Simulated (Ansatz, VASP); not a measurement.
## Two plane-wave programs on Ga3SbN2

INCAR

```
SYSTEM = Ga3SbN2
ALGO     = Normal         ! electronic algorithm
EDIFF    = 1E-6           ! SCF threshold, eV
EDIFFG   = -0.01          ! ionic threshold
ENCUT    = 600            ! plane-wave cutoff, eV
GGA      = PE             ! functional
IBRION   = 2              ! ionic algorithm
ISIF     = 3              ! what is computed and relaxed
ISMEAR   = 0              ! smearing method
LASPH    = .True.         ! aspherical terms in the spheres
LCHARG   = .False.        ! write CHGCAR
LREAL    = .False.        ! projectors in reciprocal space
LWAVE    = .False.        ! write WAVECAR
NELM     = 80             ! most SCF steps
NSW      = 100            ! ionic steps
PREC     = Accurate       ! precision mode
SIGMA    = 0.1            ! smearing width, eV
```

Contents of KPOINTS:

```
k-points
0
Gamma
  12 12 4
  0 0 0
```

File POSCAR:

```
Ga3SbN2
1.0
    2.9114438985      0.0000000000      0.0000000000
    0.0000000000      2.9114438985      0.0000000000
    0.0000000000      0.0000000000     10.9042137037
Ga Sb N
3 1 2
Direct
    0.5000000000      0.5000000000      0.2631796997
    0.5000000000      0.5000000000      0.5000000000
    0.5000000000      0.5000000000      0.7368203003
    0.0000000000      0.0000000000      0.0000000000
    0.0000000000      0.0000000000      0.2088642829
    0.0000000000      0.0000000000      0.7911357171
```

Input for Ansatz:

```yaml
crystal:
  lattice:
    - [2.9114438985, 0.0, 0.0]
    - [0.0, 2.9114438985, 0.0]
    - [0.0, 0.0, 10.9042137037]
  atoms:
    - { symbol: Ga, position: [0.5, 0.5, 0.2631796997] }
    - { symbol: Ga, position: [0.5, 0.5, 0.5] }
    - { symbol: Ga, position: [0.5, 0.5, 0.7368203003] }
    - { symbol: Sb, position: [0.0, 0.0, 0.0] }
    - { symbol: "N", position: [0.0, 0.0, 0.2088642829] }
    - { symbol: "N", position: [0.0, 0.0, 0.7911357171] }
basis:
  ecutwfc: 420
kpoints:
  mp_grid: { grid: [12, 12, 4] }
hamiltonian:
  xc: pbe
scf:
  occupations: { method: gaussian, width: 0.1 }
output:
  forces: true
  stress: true
  eigenvalues: true
relax:
  adjacent_minimum: "off"
  f_tol: 0.01
  max_steps: 80
  cell: { stress_tol: 0.05 }
```

Change from the starting cell: species swapped into the Mg3HgAu2 type (P4/mmm, No. 123).

Alike in both runs: task relaxation of cell and atoms; functional PBE; k mesh 12 × 12 × 4; occupations gaussian, width 0.1 eV; no spin polarisation.

```csv
,VASP,Ansatz
version,VASP 6.6.1,Ansatz 0.2.0
potentials or method,"VASP PAW PBE potentials, release 64 (Ga_d, Sb, N), cutoff 600 eV","scalar-relativistic, plane waves, PAW"
valence electrons in the cell,54,64
```

Ansatz gave:

| Item | Value |
| --- | --- |
| gap on the k mesh at the Fermi level, each at its own relaxed structure (eV) | none |
| relaxed volume (Å³/atom) | 15.43 |
| relaxed cell length with the largest relative difference (Å) | 10.879 |

Question: Which values does VASP return?

Answer: gap on the k mesh at the Fermi level, each at its own relaxed structure (eV): none; relaxed volume (Å³/atom): 15.43; relaxed cell length with the largest relative difference (Å): 10.869.

A gap of «none» marks a metal or a gap that the smearing closes. VASP's potentials hold 54 valence electrons a cell and Ansatz's 64, so a difference there can come from the potentials and not from the codes.

Spin-orbit coupling is off throughout.
